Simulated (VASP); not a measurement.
# CdS (P6_3mc) in VASP: relaxation of cell and atoms with r2SCAN

Aim: the relaxation of cell and atoms of CdS with r2SCAN.

Program: VASP 6.6.1. These are calculated values, not measurements. Logs are shortened: lines on timing, memory, paths and dates and some standing lists are left out, and cuts for length are marked.

## (1) The cell of the first run

The structure is hexagonal, space group P6_3mc (No. 186). Conventional cell: a = 4.197 Å, b = 4.197 Å, c = 6.828 Å, α = 90.00°, β = 90.00°, γ = 120.00°. Within 3.4 Å of Cd (site symmetry 3m) lie 4 S at 2.57 Å. Within 3.4 Å of S (site symmetry 3m) lie 4 Cd at 2.57 Å.

## (2) Relaxation of cell and atoms, r2SCAN

File POSCAR:

```
CdS
1.0
    4.1969590536      0.0000000000      0.0000000000
   -2.0984795268      3.6346731591      0.0000000000
    0.0000000000      0.0000000000      6.8279107376
Cd S
2 2
Direct
    0.3333333333      0.6666666667     -0.0008015501
    0.6666666667      0.3333333333      0.4991984499
    0.3333333333      0.6666666667      0.3758015501
    0.6666666667      0.3333333333      0.8758015501
```

File INCAR.step1:

```
SYSTEM = CdS
PREC = Accurate ; ENCUT = 600
ISMEAR = -1 ; SIGMA = 0.02
LREAL = .False. ; LASPH = .True.
NELM = 80 ; GGA = PE
ALGO = Normal ; EDIFF = 1E-4
LWAVE = .True. ; LCHARG = .False.
```

File INCAR.step2:

```
SYSTEM = CdS
PREC = Accurate ; ENCUT = 600
EDIFF = 1E-7 ; ISMEAR = -1
SIGMA = 0.02 ; LREAL = .False.
LASPH = .True. ; NELM = 80
ALGO = Normal ; ISIF = 3
LWAVE = .False. ; LCHARG = .False.
METAGGA = R2SCAN ; LMIXTAU = .True.
IBRION = 2 ; NSW = 80
EDIFFG = -0.005 ; ISTART = 1
```

File KPOINTS:

```
Automatic mesh
0
Gamma
  6 6 4
  0 0 0
```

Potentials or basis: VASP PAW PBE potentials, release 64 (Cd, S).

The run is started by

```
$ cat potpaw_PBE.64/Cd/POTCAR potpaw_PBE.64/S/POTCAR > POTCAR
$ cp INCAR.step1 INCAR
$ mpirun -np 1 vasp_std > vasp.out
$ cp INCAR.step2 INCAR
$ mpirun -np 1 vasp_std > vasp.out
```

OUTCAR:

```text
SYSTEM = CdS
   PREC = Accurate
   ENCUT = 600
   EDIFF = 1E-7
   ISMEAR = -1
   LREAL = .False.
   LASPH = .True.
   NELM = 80
   ISIF = 3
   METAGGA = R2SCAN
   IBRION = 2
   NSW = 80
   EDIFFG = -0.005
   ISTART = 1

 ion  position               nearest neighbor table
   1  0.333  0.667  0.999-   4 2.57   4 2.57   4 2.57   3 2.57
   2  0.667  0.333  0.499-   3 2.57   3 2.57   3 2.57   4 2.57
   3  0.333  0.667  0.376-   2 2.57   2 2.57   2 2.57   1 2.57
   4  0.667  0.333  0.876-   1 2.57   1 2.57   1 2.57   2 2.57

  LATTYP: Found a hexagonal cell.
 ALAT       =     4.1969590536
 C/A-ratio  =     1.6268709440

  Lattice vectors:

 A1 = (   4.1969590536,   0.0000000000,   0.0000000000)
 A2 = (  -2.0984795268,   3.6346731591,   0.0000000000)
 A3 = (   0.0000000000,   0.0000000000,   6.8279107376)

Analysis of symmetry for initial positions (statically):
=====================================================================
 Subroutine PRICEL returns:
 Original cell was already a primitive cell.

 Routine SETGRP: Setting up the symmetry group for a
 hexagonal supercell.

 Subroutine GETGRP returns: Found 12 space group operations
 (whereof  6 operations were pure point group operations)
 out of a pool of 24 trial point group operations.

The static configuration has the point symmetry C_3v.
 The point group associated with its full space group is C_6v.

Analysis of symmetry for dynamics (positions and initial velocities):
=====================================================================
 Subroutine PRICEL returns:
 Original cell was already a primitive cell.

 Routine SETGRP: Setting up the symmetry group for a
 hexagonal supercell.

 Subroutine GETGRP returns: Found 12 space group operations
 (whereof  6 operations were pure point group operations)
 out of a pool of 24 trial point group operations.

The dynamic configuration has the point symmetry C_3v.
 The point group associated with its full space group is C_6v.

 Subroutine INISYM returns: Found 12 space group operations
 (whereof  6 operations are pure point group operations),
 and found     1 'primitive' translations

----------------------------------------------------------------------------------------

                                     Primitive cell

  volume of cell :     104.1569

  direct lattice vectors                    reciprocal lattice vectors
     4.196959054  0.000000000  0.000000000     0.238267752  0.137563951  0.000000000
    -2.098479527  3.634673159  0.000000000     0.000000000  0.275127902  0.000000000
     0.000000000  0.000000000  6.827910738     0.000000000  0.000000000  0.146457685

  length of vectors
     4.196959054  4.196959054  6.827910738     0.275127902  0.275127902  0.146457685

  position of ions in fractional coordinates (direct lattice)
     0.333333333  0.666666667  0.999198450
     0.666666667  0.333333333  0.499198450
     0.333333333  0.666666667  0.375801550
     0.666666667  0.333333333  0.875801550

  ion indices of the primitive-cell ions
   primitive index   ion index
                 1           1
                 2           2
                 3           3
                 4           4

----------------------------------------------------------------------------------------

 KPOINTS: Automatic mesh

Automatic generation of k-mesh.
 Grid dimensions read from file:
 generate k-points for:    6    6    4

 Generating k-lattice:

  Cartesian coordinates                     Fractional coordinates (reciprocal lattice)
     0.039711292  0.022927325  0.000000000     0.166666667 -0.000000000  0.000000000
     0.000000000  0.045854650  0.000000000     0.000000000  0.166666667  0.000000000
     0.000000000  0.000000000  0.036614421     0.000000000  0.000000000  0.250000000

  Length of vectors
     0.045854650  0.045854650  0.036614421

  Shift w.r.t. Gamma in fractional coordinates (k-lattice)
     0.000000000  0.000000000  0.000000000

 Subroutine IBZKPT returns following result:
 ===========================================

 Found     21 irreducible k-points:

 Following reciprocal coordinates:
            Coordinates               Weight
  0.000000  0.000000  0.000000      1.000000
  0.166667 -0.000000  0.000000      6.000000
  0.333333  0.000000  0.000000      6.000000
  0.500000 -0.000000  0.000000      3.000000
  0.166667  0.166667  0.000000      6.000000
  0.333333  0.166667  0.000000     12.000000
[... 13 lines left out ...]
  0.333333  0.166667  0.500000     12.000000
  0.333333  0.333333  0.500000      2.000000
   k-points           NKPTS =     21   k-points in BZ     NKDIM =     21   number of bands    NBANDS=     22
   number of dos      NEDOS =    301   number of ions     NIONS =      4
   total plane-waves  NPLWV =  72576
   dimension x,y,z NGX =    36 NGY =   36 NGZ =   56
   dimension x,y,z NGXF=    72 NGYF=   72 NGZF=  112
   ions per type =               2   2
   NGX,Y,Z   is equivalent  to a cutoff of  14.26, 14.26, 13.63 a.u.
   NGXF,Y,Z  is equivalent  to a cutoff of  28.52, 28.52, 27.27 a.u.
 SYSTEM =  CdS
   PREC   = accura    normal or accurate (medium, high low for compatibility)
   ISTART =      1    job   : 0-new  1-cont  2-samecut
   ICHARG =      0    charge: 1-file 2-atom 10-const
   ISPIN  =      1    spin polarized calculation?
   LNONCOLLINEAR =      F non collinear calculations
   LSORBIT =      F    spin-orbit coupling
   LASPH  =      T    aspherical Exc in radial PAW
   ENCUT  =  600.0 eV  44.10 Ry    6.64 a.u.   8.38  8.38 13.64*2*pi/ulx,y,z
   NELM   =     80;   NELMIN=  2; NELMDL=  0     # of ELM steps
   EDIFF  = 0.1E-06   stopping-criterion for ELM
   LREAL  =      F    real-space projection
   EDIFFG = -.5E-02   stopping-criterion for IOM
   NSW    =     80    number of steps for IOM
   IBRION =      2    ionic relax: 0-MD 1-quasi-New 2-CG
   NFREE  =      1    steps in history (QN), initial steepest desc. (CG)
   ISIF   =      3    stress and relaxation
   ISYM   =      2    0-nonsym 1-usesym 2-fastsym
   POTIM  = 0.5000    time-step for ionic-motion
   TEBEG  =    0.0;   TEEND  =   0.0 temperature during run
   PSTRESS=    0.0 pullay stress
   NELECT =      36.0000    total number of electrons
   NUPDOWN=      -1.0000    fix difference up-down
   EMIN   =  10.00;   EMAX   =-10.00  energy-range for DOS
   EFERMI =   0.00;   METHOD = LEGACY
   ISMEAR =    -1;   SIGMA  =   0.02  broadening in eV -4-tet -1-fermi 0-gaus
   EFERMI_NEDOS =   21; number of points for ismear=-14 and -15
   IALGO  =     38    algorithm
   IMIX   =      4    mixing-type and parameters
     AMIX     =   0.40;   BMIX     =  1.00
     AMIX_MAG =   1.60;   BMIX_MAG =  1.00
  volume/ion in A,a.u.               =      26.04       175.72
  Fermi-wavevector in a.u.,A,eV,Ry     =   1.148893  2.171093 17.959088  1.319956
  Thomas-Fermi vector in A             =   2.285566
   LORBIT       =      0    0 simple, 1 ext, 2 COOP (PROOUT), +10 PAW based schemes
   METAGGA = R2SCAN    functional components
   LHFCALC =     F    Hartree Fock is set to
   AEXX    =    0.0000 exact exchange contribution
   IVDW    =     0    specifies the selected vdW correction
   LEPSILON=     F    determine dielectric tensor
   LRPA    =     F    only Hartree local field effects (RPA)
 conjugate gradient relaxation of ions
 non-spin polarized calculation
  energy-cutoff  :      600.00
  volume of cell :      104.16
 maximum number of plane-waves:      3544
 NGX is ok and might be reduce to    36
   NGX = 17   NGY = 17   NGZ = 27

--------------------------------------- Ionic step        1  -------------------------------------------

 number of electron      36.0000003 magnetization

 Free energy of the ion-electron system (eV)
  ---------------------------------------------------
  ext. energy  EPLUGINS =         0.00000000
  ---------------------------------------------------
  free energy    TOTEN  =       -59.37469184 eV

  energy without entropy =      -59.37469184  energy(sigma->0) =      -59.37469184

------------------------ aborting loop because EDIFF is reached ----------------------------------------

  FORCE on cell =-STRESS in cart. coord.  units (eV):
  Direction    XX          YY          ZZ          XY          YZ          ZX
  --------------------------------------------------------------------------------------
  -------------------------------------------------------------------------------------
  Total       -0.7562080     -0.7562080     -0.7878658      0.0000000      0.0000000      0.0000000
  in kB      -11.6322547    -11.6322547    -12.1192271      0.0000000      0.0000000      0.0000000
  external PRESSURE =     -11.7945788 kB  Pullay stress =       0.0000000 kB

 VOLUME and BASIS-vectors are now :
 -----------------------------------------------------------------------------
  energy-cutoff  :      600.00
  volume of cell :      104.16
      direct lattice vectors                 reciprocal lattice vectors
     4.196959054  0.000000000  0.000000000     0.238267752  0.137563951  0.000000000
    -2.098479527  3.634673159  0.000000000     0.000000000  0.275127902  0.000000000
     0.000000000  0.000000000  6.827910738     0.000000000  0.000000000  0.146457685
[... 39 lines left out ...]
 POSITION                                       TOTAL-FORCE (eV/Angst)
 -----------------------------------------------------------------------------------
     -0.00000      2.40102      6.75751        -0.000000     -0.000000     -0.002283
      2.07934      1.20051      3.37599         0.000000      0.000000     -0.002283
     -0.00000      2.40102      2.54166        -0.000000     -0.000000      0.002283
      2.07934      1.20051      5.92317        -0.000000     -0.000000      0.002283
 -----------------------------------------------------------------------------------
    total drift:                               -0.000000      0.000000     -0.005631

  FREE ENERGIE OF THE ION-ELECTRON SYSTEM (eV)
  ---------------------------------------------------
  free  energy   TOTEN  =       -59.3815738481 eV

  energy  without entropy=      -59.3815738480  energy(sigma->0) =      -59.38157385

--------------------------------------- Ionic step        3  -------------------------------------------

 number of electron      35.9999998 magnetization

 Free energy of the ion-electron system (eV)
  ---------------------------------------------------
  ext. energy  EPLUGINS =         0.00000000
  ---------------------------------------------------
  free energy    TOTEN  =       -59.38263258 eV

  energy without entropy =      -59.38263258  energy(sigma->0) =      -59.38263258

 E-fermi :   1.2120     XC(G=0):  -9.5887

 val. band max:        0.8116710141   @ k =   0.0000   0.0000   0.0000
 cond. band min:       2.4256130597   @ k =   0.0000   0.0000   0.0000
 fundamental gap:      1.6139420455
 Fermi energy:         1.2119767326

 k-point     1 :       0.0000    0.0000    0.0000
  band No.  band energies     occupation
      1     -11.8933      2.00000
      2     -11.4838      2.00000
      3      -7.0386      2.00000
      4      -7.0324      2.00000
      5      -7.0324      2.00000
      6      -6.9469      2.00000
[... 14 lines left out ...]
     21       7.8043      0.00000
     22       7.8043      0.00000
[... 520 lines left out ...]
 POSITION                                       TOTAL-FORCE (eV/Angst)
 -----------------------------------------------------------------------------------
     -0.00000      2.40684      6.77463        -0.000000     -0.000000     -0.002206
      2.08439      1.20342      3.38456        -0.000000      0.000000     -0.002206
     -0.00000      2.40684      2.54806        -0.000000     -0.000000      0.002206
      2.08439      1.20342      5.93813         0.000000      0.000000      0.002206
 -----------------------------------------------------------------------------------
    total drift:                               -0.000000      0.000000     -0.005441

  FREE ENERGIE OF THE ION-ELECTRON SYSTEM (eV)
  ---------------------------------------------------
  free  energy   TOTEN  =       -59.3826325784 eV

  energy  without entropy=      -59.3826325784  energy(sigma->0) =      -59.38263258

 reached required accuracy - stopping structural energy minimisation
```

Run time: 4.8 min. Hardware: 1 thread of Intel Xeon 6975P-C (Granite Rapids), shared host; peak memory 0.32 GiB.

Results:

| Quantity | Value |
| --- | --- |
| Free energy | -59.3826 eV |
| Relaxed volume | 25.51 Å³/atom |
| Relaxed cell | a = 4.169 Å, b = 4.169 Å, c = 6.780 Å, α = 90.00°, β = 90.00°, γ = 120.00° |
| Space group after relaxing (to 0.1 Å) | P6_3mc (No. 186) |
| Energy gained by relaxing | 2.0 meV/atom |
| Ionic steps | 3 |
| Pressure after relaxing | 0.0 GPa |
| Band gap on the k mesh | 1.61 eV |

Forces on the atoms (eV/Å):
```
Cd   0.000  0.000 -0.002
Cd   0.000  0.000 -0.002
S    0.000  0.000  0.002
S    0.000  0.000  0.002
```

Step by step:
```csv
step,energy change (eV),largest force (eV/Å),pressure (GPa),volume (Å³)
1,0.0000,0.0021,-1.18,104.16
2,-0.0069,0.0023,0.46,101.29
3,-0.0079,0.0022,0.00,102.04
```

Final structure:
```yaml
crystal:
  lattice:
    - [4.16877, 0.00000, 0.00000]
    - [-2.08439, 3.61026, 0.00000]
    - [0.00000, 0.00000, 6.78014]
  atoms:
    - { symbol: Cd, position: [0.33333, 0.66667, 0.99919] }
    - { symbol: Cd, position: [0.66667, 0.33333, 0.49919] }
    - { symbol: S, position: [0.33333, 0.66667, 0.37581] }
    - { symbol: S, position: [0.66667, 0.33333, 0.87581] }
```

Levels at points of the mesh, in eV from the valence-band top:
| k point | band 15 | band 16 | band 17 | band 18 | band 19 | band 20 | band 21 | band 22 |
| --- | --- | --- | --- | --- | --- | --- | --- | --- |
| (0.00, 0.00, 0.00) | -0.74 | -0.04 | 0.00 | 0.00 | 1.61 | 3.22 | 6.99 | 6.99 |
| (0.50, 0.00, 0.00) | -2.58 | -1.84 | -1.26 | -0.74 | 4.14 | 4.25 | 5.42 | 6.82 |
| (0.00, 0.00, 0.50) | -0.38 | -0.38 | -0.38 | -0.38 | 3.25 | 3.25 | 6.61 | 6.61 |
| (0.50, 0.00, 0.50) | -1.32 | -1.32 | -1.30 | -1.30 | 3.87 | 3.87 | 5.79 | 5.79 |

Caveat: the PAW data sets were made with another functional, which shifts forces and pressure a little. r2SCAN opens gaps a little over a GGA but as a rule still falls short of measured ones.
